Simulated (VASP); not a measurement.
# SnSe (Fm-3m) in VASP: notebook

SnSe is run at these levels: LDA; tasks: single point.

Program: VASP 6.6.1. These are calculated values, not measurements. Logs are shortened: lines on timing, memory, paths and dates and some standing lists are left out, and cuts for length are marked.

**1. The cell of the first run**

It takes space group Fm-3m (No. 225, cubic). The conventional cell has a = 6.099 Å, b = 6.099 Å, c = 6.099 Å, α = 90.00°, β = 90.00°, γ = 90.00°. Sn (site symmetry m-3m) has 6 Se at 3.05 Å within 4.0 Å. Se (site symmetry m-3m) has 6 Sn at 3.05 Å within 4.0 Å.

**2. Single point, LDA**

The input, INCAR:

```
PREC = Accurate ; ENCUT = 520
EDIFF = 1E-7 ; ISMEAR = 0
SIGMA = 0.01 ; LREAL = F
LASPH = T ; NELM = 60
ALGO = Normal ; ISIF = 2
LWAVE = F ; LCHARG = T
GGA = CA ; LELF = T
LVHAR = T ; NBANDS = 17
```

The input, KPOINTS:

```
Automatic mesh
0
Gamma
  6 6 6
```

The input, POSCAR:

```
SnSe
1.0
    0.0000000000      3.0496098055      3.0496098055
    3.0496098055      0.0000000000      3.0496098055
    3.0496098055      3.0496098055      0.0000000000
Sn Se
1 1
Direct
    0.0000000000      0.0000000000      0.0000000000
    0.5000000000      0.5000000000      0.5000000000
```

Potentials or basis: VASP PAW LDA potentials, release 64 (Sn_d, Se).

Launch:

```
$ cat potpaw_LDA.64/Sn_d/POTCAR potpaw_LDA.64/Se/POTCAR > POTCAR
$ mpirun -np 1 vasp_std > vasp.out
```

OUTCAR:

```text
PREC = Accurate
   ENCUT = 520
   EDIFF = 1E-7
   ISMEAR = 0
   LREAL = F
   LASPH = T
   NELM = 60
   ISIF = 2
   GGA = CA

 ion  position               nearest neighbor table
   1  0.000  0.000  0.000-   2 3.05   2 3.05   2 3.05   2 3.05   2 3.05   2 3.05
   2  0.500  0.500  0.500-   1 3.05   1 3.05   1 3.05   1 3.05   1 3.05   1 3.05

  LATTYP: Found a face centered cubic cell.
 ALAT       =     6.0992196110

  Lattice vectors:

 A1 = (   0.0000000000,   3.0496098055,   3.0496098055)
 A2 = (   3.0496098055,   0.0000000000,   3.0496098055)
 A3 = (   3.0496098055,   3.0496098055,   0.0000000000)

Analysis of symmetry for initial positions (statically):
=====================================================================
 Subroutine PRICEL returns:
 Original cell was already a primitive cell.

 Routine SETGRP: Setting up the symmetry group for a
 face centered cubic supercell.

 Subroutine GETGRP returns: Found 48 space group operations
 (whereof 48 operations were pure point group operations)
 out of a pool of 48 trial point group operations.

The static configuration has the point symmetry O_h .

Analysis of symmetry for dynamics (positions and initial velocities):
=====================================================================
 Subroutine PRICEL returns:
 Original cell was already a primitive cell.

 Routine SETGRP: Setting up the symmetry group for a
 face centered cubic supercell.

 Subroutine GETGRP returns: Found 48 space group operations
 (whereof 48 operations were pure point group operations)
 out of a pool of 48 trial point group operations.

The dynamic configuration has the point symmetry O_h .

 Subroutine INISYM returns: Found 48 space group operations
 (whereof 48 operations are pure point group operations),
 and found     1 'primitive' translations

----------------------------------------------------------------------------------------

                                     Primitive cell

  volume of cell :      56.7235

  direct lattice vectors                    reciprocal lattice vectors
     0.000000000  3.049609805  3.049609805    -0.163955401  0.163955401  0.163955401
     3.049609805  0.000000000  3.049609805     0.163955401 -0.163955401  0.163955401
     3.049609805  3.049609805  0.000000000     0.163955401  0.163955401 -0.163955401

  length of vectors
     4.312799547  4.312799547  4.312799547     0.283979086  0.283979086  0.283979086

  position of ions in fractional coordinates (direct lattice)
     0.000000000  0.000000000  0.000000000
     0.500000000  0.500000000  0.500000000

  ion indices of the primitive-cell ions
   primitive index   ion index
                 1           1
                 2           2

----------------------------------------------------------------------------------------

 KPOINTS: Automatic mesh

Automatic generation of k-mesh.
 Grid dimensions read from file:
 generate k-points for:    6    6    6

 Generating k-lattice:

  Cartesian coordinates                     Fractional coordinates (reciprocal lattice)
    -0.027325900  0.027325900  0.027325900     0.166666667  0.000000000  0.000000000
     0.027325900 -0.027325900  0.027325900     0.000000000  0.166666667  0.000000000
     0.027325900  0.027325900 -0.027325900     0.000000000  0.000000000  0.166666667

  Length of vectors
     0.047329848  0.047329848  0.047329848

  Shift w.r.t. Gamma in fractional coordinates (k-lattice)
     0.000000000  0.000000000  0.000000000

 Subroutine IBZKPT returns following result:
 ===========================================

 Found     16 irreducible k-points:

 Following reciprocal coordinates:
            Coordinates               Weight
  0.000000  0.000000  0.000000      1.000000
  0.166667  0.000000  0.000000      8.000000
  0.333333  0.000000  0.000000      8.000000
  0.500000  0.000000  0.000000      4.000000
  0.166667  0.166667  0.000000      6.000000
  0.333333  0.166667  0.000000     24.000000
[... 8 lines left out ...]
 -0.333333  0.333333  0.166667     24.000000
 -0.333333  0.500000  0.166667     12.000000
   k-points           NKPTS =     16   k-points in BZ     NKDIM =     16   number of bands    NBANDS=     17
   number of dos      NEDOS =    301   number of ions     NIONS =      2
   total plane-waves  NPLWV =  32768
   dimension x,y,z NGX =    32 NGY =   32 NGZ =   32
   dimension x,y,z NGXF=    64 NGYF=   64 NGZF=   64
   ions per type =               1   1
   NGX,Y,Z   is equivalent  to a cutoff of  12.34, 12.34, 12.34 a.u.
   NGXF,Y,Z  is equivalent  to a cutoff of  24.67, 24.67, 24.67 a.u.
 SYSTEM =  unknown system
   PREC   = accura    normal or accurate (medium, high low for compatibility)
   ISTART =      0    job   : 0-new  1-cont  2-samecut
   ICHARG =      2    charge: 1-file 2-atom 10-const
   ISPIN  =      1    spin polarized calculation?
   LNONCOLLINEAR =      F non collinear calculations
   LSORBIT =      F    spin-orbit coupling
   LASPH  =      T    aspherical Exc in radial PAW
   ENCUT  =  520.0 eV  38.22 Ry    6.18 a.u.   8.02  8.02  8.02*2*pi/ulx,y,z
   NELM   =     60;   NELMIN=  2; NELMDL= -5     # of ELM steps
   EDIFF  = 0.1E-06   stopping-criterion for ELM
   LREAL  =      F    real-space projection
   EDIFFG = 0.1E-05   stopping-criterion for IOM
   NSW    =      0    number of steps for IOM
   IBRION =     -1    ionic relax: 0-MD 1-quasi-New 2-CG
   NFREE  =      0    steps in history (QN), initial steepest desc. (CG)
   ISIF   =      2    stress and relaxation
   ISYM   =      2    0-nonsym 1-usesym 2-fastsym
   POTIM  = 0.5000    time-step for ionic-motion
   TEBEG  =    0.0;   TEEND  =   0.0 temperature during run
   PSTRESS=    0.0 pullay stress
   NELECT =      20.0000    total number of electrons
   NUPDOWN=      -1.0000    fix difference up-down
   EMIN   =  10.00;   EMAX   =-10.00  energy-range for DOS
   EFERMI =   0.00;   METHOD = LEGACY
   ISMEAR =     0;   SIGMA  =   0.01  broadening in eV -4-tet -1-fermi 0-gaus
   EFERMI_NEDOS =   21; number of points for ismear=-14 and -15
   IALGO  =     38    algorithm
   IMIX   =      4    mixing-type and parameters
     AMIX     =   0.40;   BMIX     =  1.00
     AMIX_MAG =   1.60;   BMIX_MAG =  1.00
  volume/ion in A,a.u.               =      28.36       191.39
  Fermi-wavevector in a.u.,A,eV,Ry     =   1.156549  2.185560 18.199216  1.337605
  Thomas-Fermi vector in A             =   2.293168
   LORBIT       =      0    0 simple, 1 ext, 2 COOP (PROOUT), +10 PAW based schemes
   GGA     = CA    functional components
   LHFCALC =     F    Hartree Fock is set to
   AEXX    =    0.0000 exact exchange contribution
   IVDW    =     0    specifies the selected vdW correction
   LEPSILON=     F    determine dielectric tensor
   LRPA    =     F    only Hartree local field effects (RPA)
 non-spin polarized calculation
 Gauss-broadening in eV      SIGMA  =   0.01
  energy-cutoff  :      520.00
  volume of cell :       56.72
 maximum number of plane-waves:      1544
   NGX = 17   NGY = 17   NGZ = 17

 number of electron      19.9999989 magnetization

 Free energy of the ion-electron system (eV)
  ---------------------------------------------------
  ext. energy  EPLUGINS =         0.00000000
  ---------------------------------------------------
  free energy    TOTEN  =        -9.43333783 eV

  energy without entropy =       -9.43333783  energy(sigma->0) =       -9.43333783

 E-fermi :   4.9693     XC(G=0):  -9.7137

 val. band max:        4.9145093174   @ k =   0.5000   0.0000   0.0000
 cond. band min:       5.3776144116   @ k =   0.5000   0.0000   0.0000
 fundamental gap:      0.4631050942
 Fermi energy:         4.9692573169

 k-point     1 :       0.0000    0.0000    0.0000
  band No.  band energies     occupation
      1     -16.5198      2.00000
      2     -16.5198      2.00000
      3     -16.5191      2.00000
      4     -16.5191      2.00000
      5     -16.5191      2.00000
      6      -8.6363      2.00000
[... 9 lines left out ...]
     16      10.8935      0.00000
     17      13.1409      0.00000

 k-point     2 :       0.1667    0.0000    0.0000
  band No.  band energies     occupation
      1     -16.5214      2.00000
      2     -16.5214      2.00000
      3     -16.5185      2.00000
      4     -16.5164      2.00000
      5     -16.5164      2.00000
      6      -8.4601      2.00000
[... 9 lines left out ...]
     16      11.4960      0.00000
     17      14.6932      0.00000

 k-point     3 :       0.3333    0.0000    0.0000
  band No.  band energies     occupation
      1     -16.5247      2.00000
      2     -16.5247      2.00000
      3     -16.5174      2.00000
      4     -16.5109      2.00000
      5     -16.5109      2.00000
      6      -8.0430      2.00000
[... 9 lines left out ...]
     16      13.0831      0.00000
     17      16.4359      0.00000

 k-point     4 :       0.5000    0.0000    0.0000
  band No.  band energies     occupation
      1     -16.5263      2.00000
      2     -16.5263      2.00000
      3     -16.5168      2.00000
      4     -16.5081      2.00000
      5     -16.5081      2.00000
      6      -7.7852      2.00000
[... 9 lines left out ...]
     16      15.1561      0.00000
     17      15.1561      0.00000
[... 183 lines left out ...]
      1     -16.5321      2.00000
      2     -16.5197      2.00000
      3     -16.5187      2.00000
      4     -16.5094      2.00000
      5     -16.5080      2.00000
      6      -7.7593      2.00000
[... 9 lines left out ...]
     16      14.8470      0.00000
     17      15.2827      0.00000

 k-point    15 :      -0.3333    0.3333    0.1667
  band No.  band energies     occupation
      1     -16.5332      2.00000
      2     -16.5206      2.00000
      3     -16.5143      2.00000
      4     -16.5131      2.00000
      5     -16.5058      2.00000
      6      -7.5876      2.00000
[... 9 lines left out ...]
     16      16.2685      0.00000
     17      16.3217      0.00000

 k-point    16 :      -0.3333    0.5000    0.1667
  band No.  band energies     occupation
      1     -16.5379      2.00000
      2     -16.5196      2.00000
      3     -16.5171      2.00000
      4     -16.5092      2.00000
      5     -16.5039      2.00000
      6      -7.5236      2.00000
[... 9 lines left out ...]
     16      15.9323      0.00000
     17      17.6442      0.00000

------------------------ aborting loop because EDIFF is reached ----------------------------------------

  FORCE on cell =-STRESS in cart. coord.  units (eV):
  Direction    XX          YY          ZZ          XY          YZ          ZX
  --------------------------------------------------------------------------------------
  -------------------------------------------------------------------------------------
  Total       -1.8422719     -1.8422719     -1.8422719      0.0000000      0.0000000     -0.0000000
  in kB      -52.0357116    -52.0357116    -52.0357116      0.0000000      0.0000000     -0.0000000
  external PRESSURE =     -52.0357116 kB  Pullay stress =       0.0000000 kB

 VOLUME and BASIS-vectors are now :
 -----------------------------------------------------------------------------
  energy-cutoff  :      520.00
  volume of cell :       56.72
      direct lattice vectors                 reciprocal lattice vectors
     0.000000000  3.049609805  3.049609805    -0.163955401  0.163955401  0.163955401
     3.049609805  0.000000000  3.049609805     0.163955401 -0.163955401  0.163955401
     3.049609805  3.049609805  0.000000000     0.163955401  0.163955401 -0.163955401

 POSITION                                       TOTAL-FORCE (eV/Angst)
 -----------------------------------------------------------------------------------
      0.00000      0.00000      0.00000         0.000000     -0.000000     -0.000000
      3.04961      3.04961      3.04961        -0.000000      0.000000      0.000000
 -----------------------------------------------------------------------------------
    total drift:                                0.000000     -0.000000     -0.000000

  FREE ENERGIE OF THE ION-ELECTRON SYSTEM (eV)
  ---------------------------------------------------
  free  energy   TOTEN  =        -9.4333378259 eV

  energy  without entropy=       -9.4333378259  energy(sigma->0) =       -9.43333783
```

Wall time 11 s (1 thread of Intel Xeon Platinum 8259CL at 2.50GHz (Skylake/Cascade Lake), shared host); peak memory 0.15 GiB.

What came out:

```
Free energy            : -9.4333 eV
Pressure               : -5.2 GPa
Band gap on the k mesh : 0.46 eV, direct
```

Levels at points of the mesh, in eV from the valence-band top:
```tsv
k point	band 8	band 9	band 10	band 11	band 12	band 13
(0.00, 0.00, 0.00)	-1.99	-1.99	-1.99	4.15	4.15	4.15
(0.50, 0.00, 0.00)	-1.74	-1.74	0.00	0.46	1.28	1.28
(0.50, 0.50, 0.00)	-5.14	-3.38	-3.38	3.19	5.11	5.11
```

Caveat: spin-orbit coupling is left out, which moves the levels of the heavy elements. A k mesh can miss the band edges.

**3. Single point, LDA**

This run uses another cell than the first one, of 28.91 Å³/atom, 1.019 times its volume.

The input, INCAR:

```
PREC = Accurate
ENCUT = 520
EDIFF = 1E-6
ISMEAR = 0
SIGMA = 0.01
LREAL = F
LASPH = T
NELM = 60
ALGO = Normal
ISIF = 2
LWAVE = F
LCHARG = F
NBANDS = 17
```

The input, KPOINTS:

```
regular mesh
0
Gamma
  6 6 6
```

The input, POSCAR:

```
SnSe
1.0
    0.0000000000      3.0690345955      3.0690345955
    3.0690345955      0.0000000000      3.0690345955
    3.0690345955      3.0690345955      0.0000000000
Sn Se
1 1
Direct
    0.0000000000      0.0000000000      0.0000000000
    0.5000000000      0.5000000000      0.5000000000
```

Potentials or basis: VASP PAW LDA potentials, release 64 (Sn_d, Se).

Launch:

```
$ cat potpaw_LDA.64/Sn_d/POTCAR potpaw_LDA.64/Se/POTCAR > POTCAR
$ mpirun -np 1 vasp_std > vasp.out
```

Run time: 12 s. Hardware: 1 thread of Intel Xeon Platinum 8259CL at 2.50GHz (Skylake/Cascade Lake), shared host; peak memory 0.15 GiB.

It converged, with:

* Free energy: -9.3958 eV
* Pressure: -5.9 GPa
* Band gap on the k mesh: 0.39 eV, direct

Levels at points of the mesh, in eV from the valence-band top:
```csv
k point,band 7,band 8,band 9,band 10,band 11,band 12,band 13,band 14
"(0.00, 0.00, 0.00)",-5.30,-1.95,-1.95,-1.95,4.06,4.06,4.06,5.99
"(0.50, 0.00, 0.00)",-7.76,-1.71,-1.71,0.00,0.39,1.28,1.28,8.06
"(0.50, 0.50, 0.00)",-6.04,-5.02,-3.30,-3.30,3.23,5.00,5.00,5.57
```

Caveat: spin-orbit coupling is left out, which moves the levels of the heavy elements. A k mesh can miss the band edges.
